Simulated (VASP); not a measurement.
# C (P6_3/mmc) in VASP: phonons with PBE+D3(BJ)

Aim: the phonons of C with PBE+D3(BJ).

Everything below comes from runs of VASP 6.6.1. Logs are shortened: lines on timing, memory, paths and dates and some standing lists are left out, and cuts for length are marked.

### 1 The cell of the first run

Symmetry: P6_3/mmc, No. 194, hexagonal system. The conventional cell has a = 2.465 Å, b = 2.465 Å, c = 6.737 Å, α = 90.00°, β = 90.00°, γ = 120.00°. C (site symmetry -6m2) has 3 C at 1.42 Å within 1.9 Å. C (site symmetry -6m2) has 3 C at 1.42 Å within 1.9 Å.

### 2 Phonons, PBE+D3(BJ)

INCAR reads:

```
  PREC = Accurate
  ENCUT = 520
  EDIFF = 1E-8
  ISMEAR = -1
  SIGMA = 0.15
  LREAL = False
  LASPH = True
  NELM = 60
  ALGO = Normal
  ISIF = 2
  LWAVE = False
  LCHARG = False
  GGA = PE
  IVDW = 12
  IBRION = 6
  NFREE = 2
  POTIM = 0.015
  NSW = 1
```

KPOINTS reads:

```
Automatic mesh
0
Gamma
  21 21 6
```

POSCAR reads:

```
C
1.0
    2.4649681582      0.0000000000      0.0000000000
   -1.2324840791      2.1347250445      0.0000000000
    0.0000000000      0.0000000000      6.7369668646
C
4
Direct
    0.0000000000      0.0000000000      0.7500000000
    0.0000000000      0.0000000000      0.2500000000
    0.3333333333      0.6666666667      0.7500000000
    0.6666666667      0.3333333333      0.2500000000
```

Potentials or basis: VASP PAW PBE potentials, release 64 (C).

The run is started by

```sh
$ cat potpaw_PBE.64/C/POTCAR > POTCAR
$ mpirun -np 1 vasp_std > vasp.out
```

OUTCAR:

```text
PREC = Accurate
   ENCUT = 520
   EDIFF = 1E-8
   ISMEAR = -1
   LREAL = False
   LASPH = True
   NELM = 60
   ISIF = 2
   GGA = PE
   IVDW = 12
   IBRION = 6
   NFREE = 2
   POTIM = 0.015
   NSW = 1
 IVDW          = 12

 ion  position               nearest neighbor table
   1  0.000  0.000  0.750-   3 1.42   3 1.42   3 1.42
   2  0.000  0.000  0.250-   4 1.42   4 1.42   4 1.42
   3  0.333  0.667  0.750-   1 1.42   1 1.42   1 1.42
   4  0.667  0.333  0.250-   2 1.42   2 1.42   2 1.42

  LATTYP: Found a hexagonal cell.
 ALAT       =     2.4649681582
 C/A-ratio  =     2.7330847428

  Lattice vectors:

 A1 = (   2.4649681582,   0.0000000000,   0.0000000000)
 A2 = (  -1.2324840791,   2.1347250445,   0.0000000000)
 A3 = (   0.0000000000,   0.0000000000,   6.7369668646)

Analysis of symmetry for initial positions (statically):
=====================================================================
 Subroutine PRICEL returns:
 Original cell was already a primitive cell.

 Routine SETGRP: Setting up the symmetry group for a
 hexagonal supercell.

 Subroutine GETGRP returns: Found 24 space group operations
 (whereof 12 operations were pure point group operations)
 out of a pool of 24 trial point group operations.

The static configuration has the point symmetry D_3d.
 The point group associated with its full space group is D_6h.

Analysis of symmetry for dynamics (positions and initial velocities):
=====================================================================
 Subroutine PRICEL returns:
 Original cell was already a primitive cell.

 Routine SETGRP: Setting up the symmetry group for a
 hexagonal supercell.

 Subroutine GETGRP returns: Found 24 space group operations
 (whereof 12 operations were pure point group operations)
 out of a pool of 24 trial point group operations.

The dynamic configuration has the point symmetry D_3d.
 The point group associated with its full space group is D_6h.

 Subroutine INISYM returns: Found 24 space group operations
 (whereof 12 operations are pure point group operations),
 and found     1 'primitive' translations

----------------------------------------------------------------------------------------

                                     Primitive cell

  volume of cell :      35.4501

  direct lattice vectors                    reciprocal lattice vectors
     2.464968158  0.000000000  0.000000000     0.405684754  0.234222202  0.000000000
    -1.232484079  2.134725045  0.000000000     0.000000000  0.468444403  0.000000000
     0.000000000  0.000000000  6.736966865     0.000000000  0.000000000  0.148434751

  length of vectors
     2.464968158  2.464968158  6.736966865     0.468444403  0.468444403  0.148434751

  position of ions in fractional coordinates (direct lattice)
     0.000000000  0.000000000  0.750000000
     0.000000000  0.000000000  0.250000000
     0.333333333  0.666666667  0.750000000
     0.666666667  0.333333333  0.250000000

  ion indices of the primitive-cell ions
   primitive index   ion index
                 1           1
                 2           2
                 3           3
                 4           4

----------------------------------------------------------------------------------------

 KPOINTS: Automatic mesh

Automatic generation of k-mesh.
 Grid dimensions read from file:
 generate k-points for:   21   21    6

 Generating k-lattice:

  Cartesian coordinates                     Fractional coordinates (reciprocal lattice)
     0.019318322  0.011153438  0.000000000     0.047619048 -0.000000000  0.000000000
     0.000000000  0.022306876  0.000000000     0.000000000  0.047619048  0.000000000
     0.000000000  0.000000000  0.024739125     0.000000000  0.000000000  0.166666667

  Length of vectors
     0.022306876  0.022306876  0.024739125

[... 44 lines left out ...]
   PREC   = accura    normal or accurate (medium, high low for compatibility)
   ISTART =      0    job   : 0-new  1-cont  2-samecut
   ICHARG =      2    charge: 1-file 2-atom 10-const
   ISPIN  =      1    spin polarized calculation?
   LNONCOLLINEAR =      F non collinear calculations
   LSORBIT =      F    spin-orbit coupling
   LASPH  =      T    aspherical Exc in radial PAW
   ENCUT  =  520.0 eV  38.22 Ry    6.18 a.u.   4.58  4.58 12.53*2*pi/ulx,y,z
   NELM   =     60;   NELMIN=  2; NELMDL= -5     # of ELM steps
   EDIFF  = 0.1E-07   stopping-criterion for ELM
   LREAL  =      F    real-space projection
   EDIFFG = 0.1E-06   stopping-criterion for IOM
   NSW    =     85    number of steps for IOM
   IBRION =      6    ionic relax: 0-MD 1-quasi-New 2-CG
   NFREE  =      2    steps in history (QN), initial steepest desc. (CG)
   ISIF   =      2    stress and relaxation
   ISYM   =      2    0-nonsym 1-usesym 2-fastsym
   POTIM  = 0.0150    time-step for ionic-motion
   TEBEG  =    0.0;   TEEND  =   0.0 temperature during run
   PSTRESS=    0.0 pullay stress
   NELECT =      16.0000    total number of electrons
   NUPDOWN=      -1.0000    fix difference up-down
   EMIN   =  10.00;   EMAX   =-10.00  energy-range for DOS
   EFERMI =   0.00;   METHOD = LEGACY
   ISMEAR =    -1;   SIGMA  =   0.15  broadening in eV -4-tet -1-fermi 0-gaus
   EFERMI_NEDOS =   21; number of points for ismear=-14 and -15
   IALGO  =     38    algorithm
   IMIX   =      4    mixing-type and parameters
     AMIX     =   0.40;   BMIX     =  1.00
     AMIX_MAG =   1.60;   BMIX_MAG =  1.00
  volume/ion in A,a.u.               =       8.86        59.81
  Fermi-wavevector in a.u.,A,eV,Ry     =   1.255767  2.373055 21.455705  1.576950
  Thomas-Fermi vector in A             =   2.389507
   LORBIT       =      0    0 simple, 1 ext, 2 COOP (PROOUT), +10 PAW based schemes
   GGA     = PE    functional components
   LHFCALC =     F    Hartree Fock is set to
   AEXX    =    0.0000 exact exchange contribution
   IVDW    =    12    specifies the selected vdW correction
   LEPSILON=     F    determine dielectric tensor
   LRPA    =     F    only Hartree local field effects (RPA)
 finite differences with symmetry
 non-spin polarized calculation
  energy-cutoff  :      520.00
  volume of cell :       35.45
 maximum number of plane-waves:       979
   NGX =  9   NGY =  9   NGZ = 25

--------------------------------------- Ionic step        1  -------------------------------------------

 number of electron      15.9999994 magnetization

 Free energy of the ion-electron system (eV)
  ---------------------------------------------------
  ext. energy  EPLUGINS =         0.00000000
  ---------------------------------------------------
  free energy    TOTEN  =       -36.84970519 eV

  energy without entropy =      -36.84486207  energy(sigma->0) =      -36.84728363

------------------------ aborting loop because EDIFF is reached ----------------------------------------

 Edisp (eV)   -0.62237

 E8    (eV) :    -0.1763
[... 327 lines left out ...]
--------------------------------------- Ionic step        9  -------------------------------------------

 number of electron      15.9999994 magnetization

 Free energy of the ion-electron system (eV)
  ---------------------------------------------------
  ext. energy  EPLUGINS =         0.00000000
  ---------------------------------------------------
  free energy    TOTEN  =       -36.84780809 eV

  energy without entropy =      -36.84296316  energy(sigma->0) =      -36.84538562

 E-fermi :   4.6553     XC(G=0): -10.2959

 val. band max:        4.6547273031   @ k =   0.3333   0.3333   0.5000
 cond. band min:       4.9735209841   @ k =   0.3333   0.3333   0.3333
 fundamental gap:      0.3187936810
 Fermi energy:         4.6552648239

 k-point     1 :       0.0000    0.0000    0.0000
  band No.  band energies     occupation
      1     -15.0052      2.00000
      2     -14.7141      2.00000
      3      -3.8537      2.00000
      4      -1.9262      2.00000
      5       1.6258      2.00000
      6       1.6258      2.00000
      7       1.6436      2.00000
      8       1.6436      2.00000
      9       8.8933      0.00000
     10      12.9651      0.00000
     11      12.9665      0.00000
     12      13.0151      0.00000
[... 331 lines left out ...]
 k-point    24 :       0.1905    0.0952    0.0000
  band No.  band energies     occupation
      1     -13.5021      2.00000
      2     -13.2375      2.00000
      3      -2.5403      2.00000
      4      -2.4629      2.00000
      5      -2.0431      2.00000
      6      -0.8700      2.00000
      7      -0.8213      2.00000
      8      -0.2483      2.00000
      9      10.7241      0.00000
     10      11.6953      0.00000
     11      12.1942      0.00000
     12      13.4913      0.00000

 [... further k-points ...]

------------------------ aborting loop because EDIFF is reached ----------------------------------------

 Edisp (eV)   -0.62238

 E8    (eV) :    -0.1763
[... 27 lines left out ...]
  FREE ENERGIE OF THE ION-ELECTRON SYSTEM (eV)
  ---------------------------------------------------
  free  energy   TOTEN  =       -37.4701836517 eV

  energy  without entropy=      -37.4653387151  energy(sigma->0) =      -37.46776118

 INTERNAL STRAIN TENSORS FROM DISPLACED ATOMS
 ============================================

 INTERNAL STRAIN TENSOR FOR ION    1 for displacements in x,y,z  (eV/Angst):
          X           Y           Z          XY          YZ          ZX
  --------------------------------------------------------------------------------
  x     0.00000     0.00000     0.00000   -11.39857     0.00000     0.00000
  y   -11.39857    11.39857    -0.00000    -0.00000     0.00000     0.00000
  z    -0.00000    -0.00000     0.00000     0.00000     0.00000    -0.00000

 INTERNAL STRAIN TENSOR FOR ION    4 for displacements in x,y,z  (eV/Angst):
          X           Y           Z          XY          YZ          ZX
  --------------------------------------------------------------------------------
  x    -0.00000     0.00000     0.00000   -11.50297     0.00000     0.00000
  y   -11.50297    11.50297     0.00000     0.00000     0.00000     0.00000
  z     0.00000    -0.00000     0.00000     0.00000     0.00000     0.00000

 Eigenvectors and eigenvalues of the dynamical matrix
 ----------------------------------------------------

   1 f  =   46.912334 THz   294.758889 2PiTHz 1564.827032 cm-1   194.013738 meV
             X         Y         Z           dx          dy          dz
      0.000000  0.000000  5.052725     0.499995    0.000002   -0.000000
      0.000000  0.000000  1.684242     0.499995    0.000002   -0.000000
     -0.000000  1.423150  5.052725    -0.500005   -0.000002    0.000000
      1.232484  0.711575  1.684242    -0.500005   -0.000002   -0.000000
[... 71 lines left out ...]
  12 f/i=    0.000484 THz     0.003039 2PiTHz    0.016133 cm-1     0.002000 meV
             X         Y         Z           dx          dy          dz
      0.000000  0.000000  5.052725     0.205863    0.455660    0.000000
      0.000000  0.000000  1.684242     0.205863    0.455660    0.000000
     -0.000000  1.423150  5.052725     0.205859    0.455650    0.000000
      1.232484  0.711575  1.684242     0.205859    0.455650    0.000000

 ELASTIC MODULI CONTR FROM IONIC RELAXATION (kBar)
 Direction    XX          YY          ZZ          XY          YZ          ZX
 --------------------------------------------------------------------------------
 XX        -229.3283    229.3283      0.0000      0.0000      0.0000      0.0000
 YY         229.3283   -229.3283     -0.0000     -0.0000     -0.0000     -0.0000
 ZZ           0.0000     -0.0000     -0.0000     -0.0000     -0.0000     -0.0000
 XY           0.0000     -0.0000     -0.0000   -229.3283      0.0000      0.0000
 YZ           0.0000     -0.0000     -0.0000      0.0000     -0.0000     -0.0000
 ZX           0.0000     -0.0000     -0.0000      0.0000     -0.0000     -0.0000
 --------------------------------------------------------------------------------
```

It took 16 min on 1 thread of Intel Xeon Platinum 8259CL at 2.50GHz (Skylake/Cascade Lake), shared host; peak memory 0.59 GiB.

What came out:

```yaml
Highest_phonon_frequency_at_Γ: 1565 cm⁻¹
Dispersion_energy_per_atom: -0.156 eV
```

Phonon frequencies in cm⁻¹ (negative: imaginary):
| q point | frequencies |
| --- | --- |
| (0.000, 0.000, 0.000) | 0 0 0 35 35 123 865 869 1560 1560 1565 1565 |
